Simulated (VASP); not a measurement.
Here is a VASP 6.6.1 calculation.

File INCAR:

```
SYSTEM = MgB2
ALGO = Normal
EDIFF = 1E-6
ENCUT = 520
GGA = PS
ISIF = 2
ISMEAR = 0
LASPH = .True.
LCHARG = .False.
LREAL = .False.
LWAVE = .False.
NBANDS = 11
NELM = 100
PREC = Accurate
SIGMA = 0.1
```

File KPOINTS:

```
k-points
0
Gamma
  6 6 6
  0 0 0
```

POSCAR

```
MgB2
1.0
    3.0850000000      0.0000000000      0.0000000000
   -1.5425000000      2.6716883707      0.0000000000
    0.0000000000      0.0000000000      3.5230000000
Mg B
1 2
Direct
    0.0000000000      0.0000000000      0.0000000000
    0.3333333333      0.6666666667      0.5000000000
    0.6666666667      0.3333333333      0.5000000000
```

Potentials or basis: VASP PAW PBE potentials, release 64 (Mg, B).

Launch:

```bash
$ cat potpaw_PBE.64/Mg/POTCAR potpaw_PBE.64/B/POTCAR > POTCAR
$ mpirun -np 1 vasp_std > vasp.out
```

(1) Predict the band gap on the k mesh.

(2) What does it give for the pressure?

## Answers

(1) zero (band 4 reaches 7.02 eV, above the bottom of band 5 at 3.17 eV).

(2) -3.0 GPa.

Caveat: the k points lie up to 0.39 Å⁻¹ apart; the PAW data sets were made with another functional, which shifts forces and pressure a little.
